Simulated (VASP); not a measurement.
Wanted: the native input for a VASP 6.6.1 run.

```yaml
Task: single point
Functional: PBEsol
Potentials_or_basis: VASP PAW PBE potentials, release 64 (Cl)
Cutoff: 520 eV
k_mesh: 20 × 20 × 20
Occupations: fermi-dirac, width 0.1 eV
Spin: no spin polarisation
Dipole_correction: no
Further_INCAR_settings: ALGO = Normal; EDIFF = 1e-07; NBANDS = 10
```

The structure of Cl lies in POSCAR:

```
Cl
1.0
   -1.2662896812      1.2662896812      1.2662896812
    1.2662896812     -1.2662896812      1.2662896812
    1.2662896812      1.2662896812     -1.2662896812
Cl
1
Direct
    0.0000000000      0.0000000000      0.0000000000
```

These files were run (other wordings do the same):

INCAR

```
ALGO = Normal
EDIFF = 1E-7
ENCUT = 520
GGA = PS
ISIF = 2
ISMEAR = -1
LASPH = T
LCHARG = F
LREAL = F
LWAVE = F
NBANDS = 10
NELM = 80
PREC = Accurate
SIGMA = 0.1
```

KPOINTS

```
k-points
0
Gamma
  20 20 20
```

Potentials or basis: VASP PAW PBE potentials, release 64 (Cl).

Launch:

```console
$ cat potpaw_PBE.64/Cl/POTCAR > POTCAR
$ mpirun -np 1 vasp_std > vasp.out
```

Results of the run:

| Quantity | Value |
| --- | --- |
| Pressure | 269.3 GPa |

Caveat: the PAW data sets were made with another functional, which shifts forces and pressure a little; an odd number of electrons without spin polarisation forces a metal; a magnetic or distorted state may lie lower.

Run time: 5.3 s on 1 thread of Intel(R) Xeon(R) Platinum 8488C (Sapphire Rapids) (shared host), peak memory 0.12 GiB.
